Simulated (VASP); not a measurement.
# BAs in VASP: single point with r2SCAN

Aim: the single point of BAs with r2SCAN.

Program: VASP 6.6.1. These are calculated values, not measurements. Logs are shortened: lines on timing, memory, paths and dates and some standing lists are left out, and cuts for length are marked.

### 1 The cell of the first run

The cell holds a wire or tube with vacuum around it, 2 atoms: a = 10.700 Å, b = 9.300 Å, c = 2.425 Å, α = 90.00°, β = 90.00°, γ = 90.00°.

### 2 Single point, r2SCAN, collinear spin

The input, POSCAR:

```
BAs
1.0
   10.7000000000      0.0000000000      0.0000000000
    0.0000000000      9.3000000000      0.0000000000
    0.0000000000      0.0000000000      2.4246679913
B As
1 1
Direct
    0.4197874917      0.5000000000      0.0000000000
    0.5802125083      0.5000000000      0.5000000000
```

The input, INCAR.step1:

```
PREC = Accurate ; ENCUT = 520
ISMEAR = 0 ; SIGMA = 0.05
LREAL = F ; LASPH = T
NELM = 150 ; ISPIN = 2
MAGMOM = 0.5 0.5 ; NBANDS = 15
GGA = PE ; ALGO = Normal
EDIFF = 1E-4 ; LWAVE = T
LCHARG = F
```

The input, INCAR.step2:

```
PREC = Accurate ; ENCUT = 520
EDIFF = 1E-7 ; ISMEAR = 0
SIGMA = 0.05 ; LREAL = F
LASPH = T ; NELM = 150
ALGO = Normal ; ISIF = 2
LWAVE = F ; LCHARG = F
ISPIN = 2 ; MAGMOM = 0.5 0.5
LORBIT = 11 ; METAGGA = R2SCAN
LMIXTAU = T ; NBANDS = 15
ISTART = 1
```

The input, KPOINTS:

```
Automatic mesh
0
Gamma
  1 1 32
```

Potentials or basis: VASP PAW PBE potentials, release 64 (B, As).

Command:

```sh
cat potpaw_PBE.64/B/POTCAR potpaw_PBE.64/As/POTCAR > POTCAR
cp INCAR.step1 INCAR
mpirun -np 1 vasp_std > vasp.out
cp INCAR.step2 INCAR
mpirun -np 1 vasp_std > vasp.out
```

OUTCAR:

```text
PREC = Accurate
   ENCUT = 520
   EDIFF = 1E-7
   ISMEAR = 0
   LREAL = F
   LASPH = T
   NELM = 150
   ISIF = 2
   ISPIN = 2
   LORBIT = 11
   METAGGA = R2SCAN
   ISTART = 1

 ion  position               nearest neighbor table
   1  0.420  0.500  0.000-   2 2.10   2 2.10
   2  0.580  0.500  0.500-   1 2.10   1 2.10

  LATTYP: Found a simple orthorhombic cell.
 ALAT       =     2.4246679913
 B/A-ratio  =     3.8355766783
 C/A-ratio  =     4.4129753180

  Lattice vectors:

 A1 = (   0.0000000000,   0.0000000000,  -2.4246679913)
 A2 = (   0.0000000000,   9.3000000000,   0.0000000000)
 A3 = (  10.7000000000,   0.0000000000,   0.0000000000)

Analysis of symmetry for initial positions (statically):
=====================================================================
 Subroutine PRICEL returns:
 Original cell was already a primitive cell.

 Routine SETGRP: Setting up the symmetry group for a
 simple orthorhombic supercell.

 Subroutine GETGRP returns: Found  4 space group operations
 (whereof  4 operations were pure point group operations)
 out of a pool of  8 trial point group operations.

The static configuration has the point symmetry C_2v.

Analysis of symmetry for dynamics (positions and initial velocities):
=====================================================================
 Subroutine PRICEL returns:
 Original cell was already a primitive cell.

 Routine SETGRP: Setting up the symmetry group for a
 simple orthorhombic supercell.

 Subroutine GETGRP returns: Found  4 space group operations
 (whereof  4 operations were pure point group operations)
 out of a pool of  8 trial point group operations.

The dynamic configuration has the point symmetry C_2v.

Analysis of structural, dynamic, and magnetic symmetry:
=====================================================================
 Subroutine PRICEL returns:
 Original cell was already a primitive cell.

 Routine SETGRP: Setting up the symmetry group for a
 simple orthorhombic supercell.

 Subroutine GETGRP returns: Found  4 space group operations
 (whereof  4 operations were pure point group operations)
 out of a pool of  8 trial point group operations.

The overall configuration has the point symmetry C_2v.

 Subroutine INISYM returns: Found  4 space group operations
 (whereof  4 operations are pure point group operations),
 and found     1 'primitive' translations

----------------------------------------------------------------------------------------

                                     Primitive cell

  volume of cell :     241.2787

  direct lattice vectors                    reciprocal lattice vectors
    10.700000000  0.000000000  0.000000000     0.093457944  0.000000000  0.000000000
     0.000000000  9.300000000  0.000000000     0.000000000  0.107526882  0.000000000
     0.000000000  0.000000000  2.424667991     0.000000000  0.000000000  0.412427600

  length of vectors
    10.700000000  9.300000000  2.424667991     0.093457944  0.107526882  0.412427600

  position of ions in fractional coordinates (direct lattice)
     0.419787492  0.500000000  0.000000000
     0.580212508  0.500000000  0.500000000

  ion indices of the primitive-cell ions
   primitive index   ion index
                 1           1
                 2           2

----------------------------------------------------------------------------------------

 KPOINTS: Automatic mesh

Automatic generation of k-mesh.
 Grid dimensions read from file:
 generate k-points for:    1    1   32

 Generating k-lattice:

  Cartesian coordinates                     Fractional coordinates (reciprocal lattice)
     0.093457944  0.000000000  0.000000000     1.000000000  0.000000000  0.000000000
     0.000000000  0.107526882  0.000000000     0.000000000  1.000000000  0.000000000
     0.000000000  0.000000000  0.012888362     0.000000000  0.000000000  0.031250000

  Length of vectors
     0.093457944  0.107526882  0.012888362

  Shift w.r.t. Gamma in fractional coordinates (k-lattice)
     0.000000000  0.000000000  0.000000000

 Subroutine IBZKPT returns following result:
 ===========================================

 Found     17 irreducible k-points:

 Following reciprocal coordinates:
            Coordinates               Weight
  0.000000  0.000000  0.000000      1.000000
  0.000000  0.000000  0.031250      2.000000
  0.000000  0.000000  0.062500      2.000000
  0.000000  0.000000  0.093750      2.000000
  0.000000  0.000000  0.125000      2.000000
  0.000000  0.000000  0.156250      2.000000
[... 9 lines left out ...]
  0.000000  0.000000  0.468750      2.000000
  0.000000  0.000000  0.500000      1.000000
   k-points           NKPTS =     17   k-points in BZ     NKDIM =     17   number of bands    NBANDS=     15
   number of dos      NEDOS =    301   number of ions     NIONS =      2
   total plane-waves  NPLWV = 100800
   dimension x,y,z NGX =    80 NGY =   70 NGZ =   18
   dimension x,y,z NGXF=   160 NGYF=  140 NGZF=   36
   ions per type =               1   1
   NGX,Y,Z   is equivalent  to a cutoff of  12.43, 12.51, 12.34 a.u.
   NGXF,Y,Z  is equivalent  to a cutoff of  24.86, 25.03, 24.68 a.u.
 SYSTEM =  unknown system
   PREC   = accura    normal or accurate (medium, high low for compatibility)
   ISTART =      1    job   : 0-new  1-cont  2-samecut
   ICHARG =      0    charge: 1-file 2-atom 10-const
   ISPIN  =      2    spin polarized calculation?
   LNONCOLLINEAR =      F non collinear calculations
   LSORBIT =      F    spin-orbit coupling
   LASPH  =      T    aspherical Exc in radial PAW
   ENCUT  =  520.0 eV  38.22 Ry    6.18 a.u.  19.89 17.29  4.51*2*pi/ulx,y,z
   NELM   =    150;   NELMIN=  2; NELMDL=  0     # of ELM steps
   EDIFF  = 0.1E-06   stopping-criterion for ELM
   LREAL  =      F    real-space projection
   EDIFFG = 0.1E-05   stopping-criterion for IOM
   NSW    =      0    number of steps for IOM
   IBRION =     -1    ionic relax: 0-MD 1-quasi-New 2-CG
   NFREE  =      0    steps in history (QN), initial steepest desc. (CG)
   ISIF   =      2    stress and relaxation
   ISYM   =      2    0-nonsym 1-usesym 2-fastsym
   POTIM  = 0.5000    time-step for ionic-motion
   TEBEG  =    0.0;   TEEND  =   0.0 temperature during run
   PSTRESS=    0.0 pullay stress
   NELECT =       8.0000    total number of electrons
   NUPDOWN=      -1.0000    fix difference up-down
   EMIN   =  10.00;   EMAX   =-10.00  energy-range for DOS
   EFERMI =   0.00;   METHOD = LEGACY
   ISMEAR =     0;   SIGMA  =   0.05  broadening in eV -4-tet -1-fermi 0-gaus
   EFERMI_NEDOS =   21; number of points for ismear=-14 and -15
   IALGO  =     38    algorithm
   IMIX   =      4    mixing-type and parameters
     AMIX     =   0.40;   BMIX     =  1.00
     AMIX_MAG =   1.60;   BMIX_MAG =  1.00
  volume/ion in A,a.u.               =     120.64       814.11
  Fermi-wavevector in a.u.,A,eV,Ry     =   0.525935  0.993872  3.763471  0.276607
  Thomas-Fermi vector in A             =   1.546393
   LORBIT       =     11    0 simple, 1 ext, 2 COOP (PROOUT), +10 PAW based schemes
   METAGGA = R2SCAN    functional components
   LHFCALC =     F    Hartree Fock is set to
   AEXX    =    0.0000 exact exchange contribution
   IVDW    =     0    specifies the selected vdW correction
   LEPSILON=     F    determine dielectric tensor
   LRPA    =     F    only Hartree local field effects (RPA)
 spin polarized calculation
 Gauss-broadening in eV      SIGMA  =   0.05
  energy-cutoff  :      520.00
  volume of cell :      241.28
 maximum number of plane-waves:      6551
 NGX is ok and might be reduce to    80
   NGX = 39   NGY = 35   NGZ =  9

 number of electron       8.0000001 magnetization       0.2499294

 Free energy of the ion-electron system (eV)
  ---------------------------------------------------
  ext. energy  EPLUGINS =         0.00000000
  ---------------------------------------------------
  free energy    TOTEN  =       -17.90451584 eV

  energy without entropy =      -17.90423102  energy(sigma->0) =      -17.90437343

 E-fermi :  -3.6189     XC(G=0):  -2.2702

 val. band max:       -3.6865072619   @ k =   0.0000   0.0000   0.3125
 cond. band min:      -3.5512295305   @ k =   0.0000   0.0000   0.4062
 fundamental gap:      0.1352777315
 Fermi energy:        -3.6189311001

 spin component 1

 k-point     1 :       0.0000    0.0000    0.0000
  band No.  band energies     occupation
      1     -18.7464      1.00000
      2     -11.0923      1.00000
      3      -7.6354      1.00000
      4      -5.9035      1.00000
      5      -2.4646      0.00000
      6       0.5721      0.00000
      7       1.2236      0.00000
      8       1.7789      0.00000
      9       2.3619      0.00000
     10       2.8398      0.00000
     11       2.8477      0.00000
     12       3.1616      0.00000
     13       3.8038      0.00000
     14       3.9822      0.00000
     15       4.1890      0.00000
[... 271 lines left out ...]
 k-point    17 :       0.0000    0.0000    0.5000
  band No.  band energies     occupation
      1     -12.6334      1.00000
      2     -11.8484      1.00000
      3      -6.2166      1.00000
      4      -4.6275      1.00000
      5      -2.2077      0.00000
      6      -1.2933      0.00000
      7      -0.2470      0.00000
      8       1.4530      0.00000
      9       4.7457      0.00000
     10       6.7794      0.00000
     11       6.8392      0.00000
     12       6.8890      0.00000
     13       7.8181      0.00000
     14       7.9788      0.00000
     15       8.2250      0.00000
 Fermi energy:        -3.6189311001

 spin component 2

 k-point     1 :       0.0000    0.0000    0.0000
  band No.  band energies     occupation
      1     -18.6795      1.00000
      2     -10.9072      1.00000
      3      -7.5991      1.00000
      4      -5.3696      1.00000
      5      -2.2107      0.00000
      6       0.5996      0.00000
      7       1.2715      0.00000
      8       1.8292      0.00000
      9       2.3879      0.00000
     10       2.9067      0.00000
     11       3.1082      0.00000
     12       3.2046      0.00000
     13       3.8463      0.00000
     14       4.0182      0.00000
     15       4.2130      0.00000
[... 271 lines left out ...]
 k-point    17 :       0.0000    0.0000    0.5000
  band No.  band energies     occupation
      1     -12.5317      1.00000
      2     -11.8107      1.00000
      3      -6.1548      1.00000
      4      -3.9933      1.00000
      5      -2.2134      0.00000
      6      -0.9167      0.00000
      7       0.3681      0.00000
      8       1.6471      0.00000
      9       4.9039      0.00000
     10       6.8037      0.00000
     11       6.8937      0.00000
     12       6.9137      0.00000
     13       7.8458      0.00000
     14       8.0141      0.00000
     15       8.2983      0.00000

------------------------ aborting loop because EDIFF is reached ----------------------------------------

  FORCE on cell =-STRESS in cart. coord.  units (eV):
  Direction    XX          YY          ZZ          XY          YZ          ZX
  --------------------------------------------------------------------------------------
  -------------------------------------------------------------------------------------
  Total        0.0325552      0.0015513      0.0981805      0.0000000      0.0000000      0.0000000
  in kB        0.2161783      0.0103011      0.6519538      0.0000000      0.0000000      0.0000000
  external PRESSURE =       0.2928111 kB  Pullay stress =       0.0000000 kB

 VOLUME and BASIS-vectors are now :
 -----------------------------------------------------------------------------
  energy-cutoff  :      520.00
  volume of cell :      241.28
      direct lattice vectors                 reciprocal lattice vectors
    10.700000000  0.000000000  0.000000000     0.093457944  0.000000000  0.000000000
     0.000000000  9.300000000  0.000000000     0.000000000  0.107526882  0.000000000
     0.000000000  0.000000000  2.424667991     0.000000000  0.000000000  0.412427600

 POSITION                                       TOTAL-FORCE (eV/Angst)
 -----------------------------------------------------------------------------------
      4.49173      4.65000      0.00000        -0.035079      0.000000      0.000000
      6.20827      4.65000      1.21233         0.035079      0.000000      0.000000
 -----------------------------------------------------------------------------------
    total drift:                                0.001039     -0.000000     -0.000004

  FREE ENERGIE OF THE ION-ELECTRON SYSTEM (eV)
  ---------------------------------------------------
  free  energy   TOTEN  =       -17.9045158351 eV

  energy  without entropy=      -17.9042310158  energy(sigma->0) =      -17.90437343

 total charge

# of ion       s       p       d       tot
------------------------------------------
    1        0.777   0.736   0.000   1.514
    2        1.297   1.443   0.089   2.828
--------------------------------------------------
tot          2.074   2.179   0.089   4.342

 magnetization (x)

# of ion       s       p       d       tot
------------------------------------------
    1        0.061   0.053   0.000   0.114
    2        0.003   0.032  -0.001   0.034
--------------------------------------------------
tot          0.064   0.085  -0.001   0.148
```

Wall time 9.1 min (1 thread of Intel Xeon 6975P-C (Granite Rapids), shared host); peak memory 0.51 GiB.

What came out:

* Free energy: -17.9045 eV
* Largest force: 0.035 eV/Å
* Net moment: 0.25 μB per cell
* Site moments: B +0.11; As +0.03 μB
* Valence electrons inside the program's atomic spheres: B 1.51; As 2.83

Forces in eV/Å, atoms in the order of the input:
```
B   -0.035  0.000  0.000
As   0.035  0.000  0.000
```

Caveat: the PAW data sets were made with another functional, which shifts forces and pressure a little.
